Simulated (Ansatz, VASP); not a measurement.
**One calculation of ZnO, two programs**

```
Zn O
1.0
     3.21648    0.00000    0.00000
    -1.60824    2.78555    0.00000
     0.00000    0.00000   10.44229
Zn O
4 4
Direct
  0.00000 0.00000 0.99943
  0.33333 0.66667 0.24959
  0.00000 0.00000 0.49943
  0.66667 0.33333 0.74959
  0.00000 0.00000 0.18812
  0.33333 0.66667 0.43787
  0.00000 0.00000 0.68812
  0.66667 0.33333 0.93787
```

Alike in both runs: task single point; functional r2SCAN; dispersion rVV10; k mesh 12 × 12 × 4; occupations fermi-dirac, width 0.03 eV; no spin polarisation.

|  | VASP | Ansatz |
| --- | --- | --- |
| version | VASP 6.6.1 | Ansatz 0.2.0 |
| potentials or method | VASP PAW PBE potentials, release 64 (Zn, O) | plane waves, PAW |
| plane-wave cutoff (eV) | 520 | 500 |
| valence electrons in the cell | 72 | 72 |

VASP gave:

| Item | Value |
| --- | --- |
| gap on the k mesh at the Fermi level (eV) | 1.13 |
| pressure (GPa) | 1.1 |
| rms of the force components (eV/Å) | 0.004 |

Task: Estimate Ansatz's values.

Result: gap on the k mesh at the Fermi level (eV): 1.13; pressure (GPa): 0.0; rms of the force components (eV/Å): 0.001.

VASP's potentials were made for PBE, not for r2SCAN. Atom by atom the forces differ by 0.003 eV/Å (rms over components).
